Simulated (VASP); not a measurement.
# Y (P6/mmm) in VASP: further runs, part 2 of 2

VASP 6.6.1.

### 4 Single point, PBE

This run uses another cell than the first one, of 32.47 Å³/atom, 0.832 times its volume.

Input file INCAR:

```
PREC = Accurate ; ENCUT = 520
EDIFF = 1E-7 ; ISMEAR = 0
SIGMA = 0.1 ; LREAL = False
LASPH = True ; NELM = 100
ALGO = Fast ; ISIF = 2
LWAVE = False ; LCHARG = False
GGA = PE ; NBANDS = 24
```

Input file KPOINTS:

```
regular mesh
0
Gamma
  9 9 12
```

Input file POSCAR:

```
Y
1.0
    5.6429952919      0.0000000000      0.0000000000
   -2.8214976459      4.8869772763      0.0000000000
    0.0000000000      0.0000000000      3.5319427590
Y
3
Direct
    0.0000000000      0.0000000000      0.0000000000
    0.3333333333      0.6666666667      0.5000000000
    0.6666666667      0.3333333333      0.5000000000
```

Potentials or basis: VASP PAW PBE potentials, release 64 (Y_sv).

Run with:

```
cat potpaw_PBE.64/Y_sv/POTCAR > POTCAR
mpirun -np 1 vasp_std > vasp.out
```

OUTCAR:

```text
PREC = Accurate
   ENCUT = 520
   EDIFF = 1E-7
   ISMEAR = 0
   LREAL = False
   LASPH = True
   NELM = 100
   ISIF = 2
   GGA = PE

 ion  position               nearest neighbor table
   1  0.000  0.000  0.000-   2 3.71   3 3.71   2 3.71   3 3.71   3 3.71   3 3.71   2 3.71   2 3.71
                             3 3.71   3 3.71   2 3.71   2 3.71
   2  0.333  0.667  0.500-   3 3.26   3 3.26   3 3.26   1 3.71   1 3.71   1 3.71   1 3.71   1 3.71
                             1 3.71
   3  0.667  0.333  0.500-   2 3.26   2 3.26   2 3.26   1 3.71   1 3.71   1 3.71   1 3.71   1 3.71
                             1 3.71

  LATTYP: Found a hexagonal cell.
 ALAT       =     5.6429952919
 C/A-ratio  =     0.6258985833

  Lattice vectors:

 A1 = (   5.6429952919,   0.0000000000,   0.0000000000)
 A2 = (  -2.8214976459,   4.8869772763,   0.0000000000)
 A3 = (   0.0000000000,   0.0000000000,   3.5319427590)

Analysis of symmetry for initial positions (statically):
=====================================================================
 Subroutine PRICEL returns:
 Original cell was already a primitive cell.

 Routine SETGRP: Setting up the symmetry group for a
 hexagonal supercell.

 Subroutine GETGRP returns: Found 24 space group operations
 (whereof 24 operations were pure point group operations)
 out of a pool of 24 trial point group operations.

The static configuration has the point symmetry D_6h.

Analysis of symmetry for dynamics (positions and initial velocities):
=====================================================================
 Subroutine PRICEL returns:
 Original cell was already a primitive cell.

 Routine SETGRP: Setting up the symmetry group for a
 hexagonal supercell.

 Subroutine GETGRP returns: Found 24 space group operations
 (whereof 24 operations were pure point group operations)
 out of a pool of 24 trial point group operations.

The dynamic configuration has the point symmetry D_6h.

 Subroutine INISYM returns: Found 24 space group operations
 (whereof 24 operations are pure point group operations),
 and found     1 'primitive' translations

----------------------------------------------------------------------------------------

                                     Primitive cell

  volume of cell :      97.4011

  direct lattice vectors                    reciprocal lattice vectors
     5.642995292  0.000000000  0.000000000     0.177210851  0.102312733  0.000000000
    -2.821497646  4.886977276  0.000000000     0.000000000  0.204625465  0.000000000
     0.000000000  0.000000000  3.531942759     0.000000000  0.000000000  0.283130296

  length of vectors
     5.642995292  5.642995292  3.531942759     0.204625465  0.204625465  0.283130296

  position of ions in fractional coordinates (direct lattice)
     0.000000000  0.000000000  0.000000000
     0.333333333  0.666666667  0.500000000
     0.666666667  0.333333333  0.500000000

  ion indices of the primitive-cell ions
   primitive index   ion index
                 1           1
                 2           2
                 3           3

----------------------------------------------------------------------------------------

 KPOINTS: regular mesh

Automatic generation of k-mesh.
 Grid dimensions read from file:
 generate k-points for:    9    9   12

 Generating k-lattice:

  Cartesian coordinates                     Fractional coordinates (reciprocal lattice)
     0.019690095  0.011368081  0.000000000     0.111111111  0.000000000  0.000000000
     0.000000000  0.022736163  0.000000000     0.000000000  0.111111111  0.000000000
     0.000000000  0.000000000  0.023594191     0.000000000  0.000000000  0.083333333

  Length of vectors
     0.022736163  0.022736163  0.023594191

  Shift w.r.t. Gamma in fractional coordinates (k-lattice)
     0.000000000  0.000000000  0.000000000

 Subroutine IBZKPT returns following result:
 ===========================================

 Found     84 irreducible k-points:

 Following reciprocal coordinates:
            Coordinates               Weight
  0.000000  0.000000  0.000000      1.000000
  0.111111 -0.000000  0.000000      6.000000
  0.222222  0.000000  0.000000      6.000000
  0.333333  0.000000  0.000000      6.000000
  0.444444  0.000000  0.000000      6.000000
  0.111111  0.111111  0.000000      6.000000
[... 16 lines left out ...]
  0.333333  0.222222  0.083333     24.000000
  0.333333  0.333333  0.083333      4.000000
 [... further k-points ...]
   k-points           NKPTS =     84   k-points in BZ     NKDIM =     84   number of bands    NBANDS=     24
   number of dos      NEDOS =    301   number of ions     NIONS =      3
   total plane-waves  NPLWV =  49392
   dimension x,y,z NGX =    42 NGY =   42 NGZ =   28
   dimension x,y,z NGXF=    84 NGYF=   84 NGZF=   56
   ions per type =               3
   NGX,Y,Z   is equivalent  to a cutoff of  12.37, 12.37, 13.18 a.u.
   NGXF,Y,Z  is equivalent  to a cutoff of  24.75, 24.75, 26.36 a.u.
 SYSTEM =  unknown system
   PREC   = accura    normal or accurate (medium, high low for compatibility)
   ISTART =      0    job   : 0-new  1-cont  2-samecut
   ICHARG =      2    charge: 1-file 2-atom 10-const
   ISPIN  =      1    spin polarized calculation?
   LNONCOLLINEAR =      F non collinear calculations
   LSORBIT =      F    spin-orbit coupling
   LASPH  =      T    aspherical Exc in radial PAW
   ENCUT  =  520.0 eV  38.22 Ry    6.18 a.u.  10.49 10.49  6.57*2*pi/ulx,y,z
   NELM   =    100;   NELMIN=  2; NELMDL= -5     # of ELM steps
   EDIFF  = 0.1E-06   stopping-criterion for ELM
   LREAL  =      F    real-space projection
   EDIFFG = 0.1E-05   stopping-criterion for IOM
   NSW    =      0    number of steps for IOM
   IBRION =     -1    ionic relax: 0-MD 1-quasi-New 2-CG
   NFREE  =      0    steps in history (QN), initial steepest desc. (CG)
   ISIF   =      2    stress and relaxation
   ISYM   =      2    0-nonsym 1-usesym 2-fastsym
   POTIM  = 0.5000    time-step for ionic-motion
   TEBEG  =    0.0;   TEEND  =   0.0 temperature during run
   PSTRESS=    0.0 pullay stress
   NELECT =      33.0000    total number of electrons
   NUPDOWN=      -1.0000    fix difference up-down
   EMIN   =  10.00;   EMAX   =-10.00  energy-range for DOS
   EFERMI =   0.00;   METHOD = LEGACY
   ISMEAR =     0;   SIGMA  =   0.10  broadening in eV -4-tet -1-fermi 0-gaus
   EFERMI_NEDOS =   21; number of points for ismear=-14 and -15
   IALGO  =     68    algorithm
   IMIX   =      4    mixing-type and parameters
     AMIX     =   0.40;   BMIX     =  1.00
     AMIX_MAG =   1.60;   BMIX_MAG =  1.00
  volume/ion in A,a.u.               =      32.47       219.10
  Fermi-wavevector in a.u.,A,eV,Ry     =   1.141278  2.156703 17.721811  1.302516
  Thomas-Fermi vector in A             =   2.277979
   LORBIT       =      0    0 simple, 1 ext, 2 COOP (PROOUT), +10 PAW based schemes
   GGA     = PE    functional components
   LHFCALC =     F    Hartree Fock is set to
   AEXX    =    0.0000 exact exchange contribution
   IVDW    =     0    specifies the selected vdW correction
   LEPSILON=     F    determine dielectric tensor
   LRPA    =     F    only Hartree local field effects (RPA)
 non-spin polarized calculation
 RMM-DIIS sequential band-by-band and
 Gauss-broadening in eV      SIGMA  =   0.10
  energy-cutoff  :      520.00
  volume of cell :       97.40
 maximum number of plane-waves:      2677
 NGX is ok and might be reduce to    42
   NGX = 21   NGY = 21   NGZ = 13

 number of electron      33.0000000 magnetization

 Free energy of the ion-electron system (eV)
  ---------------------------------------------------
  ext. energy  EPLUGINS =         0.00000000
  ---------------------------------------------------
  free energy    TOTEN  =       -19.12136414 eV

  energy without entropy =      -19.08865425  energy(sigma->0) =      -19.10500919

 E-fermi :   3.0045     XC(G=0):  -9.4679

 val. band max:        3.0024910755   @ k =   0.3333   0.1111   0.5000
 cond. band min:       3.0081217726   @ k =   0.3333   0.0000   0.2500
 fundamental gap:      0.0056306971
 Fermi energy:         3.0044537192

 k-point     1 :       0.0000    0.0000    0.0000
  band No.  band energies     occupation
      1     -39.6683      2.00000
      2     -39.5592      2.00000
      3     -39.5489      2.00000
      4     -19.8619      2.00000
      5     -19.8619      2.00000
      6     -19.6454      2.00000
[... 637 lines left out ...]
     23       5.3435      0.00000
     24       5.6725      0.00000

 [... further k-points ...]

------------------------ aborting loop because EDIFF is reached ----------------------------------------

  FORCE on cell =-STRESS in cart. coord.  units (eV):
  Direction    XX          YY          ZZ          XY          YZ          ZX
  --------------------------------------------------------------------------------------
  -------------------------------------------------------------------------------------
  Total       -0.0681722     -0.0681722     -0.0575941     -0.0000000      0.0000000      0.0000000
  in kB       -1.1213834     -1.1213834     -0.9473809     -0.0000000      0.0000000      0.0000000
  external PRESSURE =      -1.0633825 kB  Pullay stress =       0.0000000 kB

 VOLUME and BASIS-vectors are now :
 -----------------------------------------------------------------------------
  energy-cutoff  :      520.00
  volume of cell :       97.40
      direct lattice vectors                 reciprocal lattice vectors
     5.642995292  0.000000000  0.000000000     0.177210851  0.102312733  0.000000000
    -2.821497646  4.886977276  0.000000000     0.000000000  0.204625465  0.000000000
     0.000000000  0.000000000  3.531942759     0.000000000  0.000000000  0.283130296

 POSITION                                       TOTAL-FORCE (eV/Angst)
 -----------------------------------------------------------------------------------
      0.00000      0.00000      0.00000        -0.000000      0.000000     -0.000000
     -0.00000      3.25798      1.76597         0.000000      0.000000      0.000000
      2.82150      1.62899      1.76597        -0.000000     -0.000000     -0.000000
 -----------------------------------------------------------------------------------
    total drift:                               -0.000000      0.000000     -0.000000

  FREE ENERGIE OF THE ION-ELECTRON SYSTEM (eV)
  ---------------------------------------------------
  free  energy   TOTEN  =       -19.1213641362 eV

  energy  without entropy=      -19.0886542479  energy(sigma->0) =      -19.10500919
```

stdout:

```text
POSCAR found type information on POSCAR Y
 POSCAR found :  1 types and       3 ions
[... 25 lines left out ...]
 num prob  num prob  num prob WARNING in EDDRMM: call to ZHEGV failed, returncode =   8  4     20
 num prob  num prob  num prob  num prob  num prob  num prob  num prob  num prob  num prob  num prob  num prob  num prob  num prob  num prob  num prob  num prob  num prob  num prob  num prob  num prob  num prob  num prob  num prob  num prob  num prob  num prob  num prob  num prob  num prob  num prob  num prob  num prob  num prob  num prob  num prob  num prob  num prob  num prob  num prob  num prob  num prob  num prob  num prob  num prob  num prob  num prob  num prob  num prob  num prob  num prob  num prob  num prob  num prob  num prob  num prob  num prob  num prob  num prob  num prob  num prob RMM:  23    -0.191213641362E+02   -0.66201E-07   -0.76086E-07  3439   0.206E-03
```

Run time: 2.8 min. Hardware: 1 thread of Intel Xeon 6975P-C (Granite Rapids), shared host; peak memory 0.33 GiB.

Results:

```
Free energy : -19.1214 eV
Pressure    : -0.1 GPa
```

### 5 Summary

| task | cell | k mesh | cutoff (eV) | gap on the mesh (eV) | pressure (GPa) |
| --- | --- | --- | --- | --- | --- |
| single point | a = 6.040, b = 6.040, c = 3.703 Å, angles 90.0, 90.0, 120.0°, 3 atoms | 6 × 6 × 6 | 520 | none | -5.4 |
| relaxation of cell and atoms | relaxed from a = 6.040, b = 6.040, c = 3.703 Å, angles 90.0, 90.0, 120.0°, 3 atoms | 3 × 3 × 6 | 600 | none | 0.0 |
| single point | a = 5.643, b = 5.643, c = 3.532 Å, angles 90.0, 90.0, 120.0°, 3 atoms | 9 × 9 × 12 | 520 | none | -0.1 |

Alike in all rows: level PBE; potentials or basis VASP PAW PBE potentials, release 64 (Y_sv); no spin polarisation; smearing gaussian 0.1 eV.

Caveats: some runs use coarse meshes; the volume moved by over 15 % at a fixed basis, so the end points are rough (some runs).

Total energies depend on the potentials used, so only differences within one code and one set of settings carry meaning.
